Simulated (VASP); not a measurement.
Fe: single point with PBE

Fe:

```
Fe
1.0
     2.39404    0.00000    0.00000
    -1.19702    2.07330    0.00000
     0.00000    0.00000    3.78154
Fe
2
Direct
  0.33333 0.66667 0.25000
  0.66667 0.33333 0.75000
```

This isn't the form of Fe at room conditions, which is bcc.

| Quantity | Value |
| --- | --- |
| Program | VASP 6.6.1 |
| Task | single point |
| Functional | PBE |
| Potentials or basis | VASP PAW PBE potentials, release 64 (Fe) |
| Cutoff | 600 eV |
| k mesh | 16 × 16 × 9 |
| Occupations | fermi-dirac, width 0.05 eV |
| Spin | collinear spin, antiferromagnetic start |
| Starting moments | [2.5, -2.5] μB |
| Dipole correction | no |
| Further INCAR settings | ALGO = Normal; EDIFF = 1e-06; NBANDS = 19 |

```
Pressure                                              : 28.0 GPa
Band gap on the k mesh                                : zero (filled and empty bands overlap)
Net moment                                            : 0.00 μB per cell
Valence electrons inside the program's atomic spheres : Fe 7.74
```

Stress tensor (GPa, compression positive):
```
27.64  0.00  0.00
 0.00 27.64  0.00
 0.00  0.00 28.84
```

Levels at points of the mesh, in eV from the Fermi level:
Spin up:
```tsv
k point	band 4	band 5	band 6	band 7	band 8	band 9	band 10	band 11	band 12	band 13
(0.00, 0.00, 0.00)	-1.87	-1.71	-1.33	-1.33	-0.95	-0.95	0.60	0.80	0.80	9.67
(0.50, 0.00, 0.00)	-2.22	-2.21	-1.69	-1.18	0.92	1.18	1.22	2.97	5.33	12.09
```
Spin down:
```csv
k point,band 4,band 5,band 6,band 7,band 8,band 9,band 10,band 11,band 12,band 13
"(0.00, 0.00, 0.00)",-1.87,-1.71,-1.33,-1.33,-0.95,-0.95,0.60,0.80,0.80,9.67
"(0.50, 0.00, 0.00)",-2.22,-2.21,-1.69,-1.18,0.92,1.18,1.22,2.97,5.33,12.09
```

Wall time 76 s on 1 thread of AMD EPYC 9R45 96-Core Processor (Zen 5), with other jobs on the host, peak memory 0.18 GiB.

Caveat: the cell stands under pressure; the moments typed at the start vanished in this run.
